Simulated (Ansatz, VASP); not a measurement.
**One calculation of TaF3, two programs**

```xyz
4
Lattice="4.4580 0.0000 0.0000 -2.2290 3.8608 0.0000 0.0000 0.0000 4.3923" Properties=species:S:1:pos:R:3 pbc="T T T"
Ta    0.0000    0.0000    0.0000
F     2.2290    0.0000    0.0000
F    -1.1145    1.9304    0.0000
F     1.1145    1.9304    0.0000
```

Alike in both runs: task single point; functional PBE; k mesh 6 × 6 × 4; occupations gaussian, width 0.1 eV; collinear spin.

|  | VASP | Ansatz |
| --- | --- | --- |
| version | VASP 6.6.1 | Ansatz 0.2.0 |
| potentials or method | VASP PAW PBE potentials, release 64 (Ta_pv, F), cutoff 520 eV | scalar-relativistic, plane waves, PAW |
| valence electrons in the cell | 32 | 34 |

|  | VASP | Ansatz | Ansatz less VASP |
| --- | --- | --- | --- |
| gap on the k mesh at the Fermi level (eV) | none | none | - |
| pressure (GPa) | -10.1 | -10.0 | +0.08 |
| traceless stress, the component that is largest in VASP (GPa) | 4.08 | 4.24 | +0.160 |
| net moment per atom (μB) | 0.12 | 0.12 | 0.000 |
| size of the moment on the site where the two differ most (μB) | 0.41 | 0.27 | -0.139 |

Site moments also hang on the region over which each program counts them. A gap of «none» marks a metal or a gap that the smearing closes. VASP's potentials hold 32 valence electrons a cell and Ansatz's 34, so a difference there can come from the potentials and not from the codes.

Neither program's run includes spin-orbit coupling.
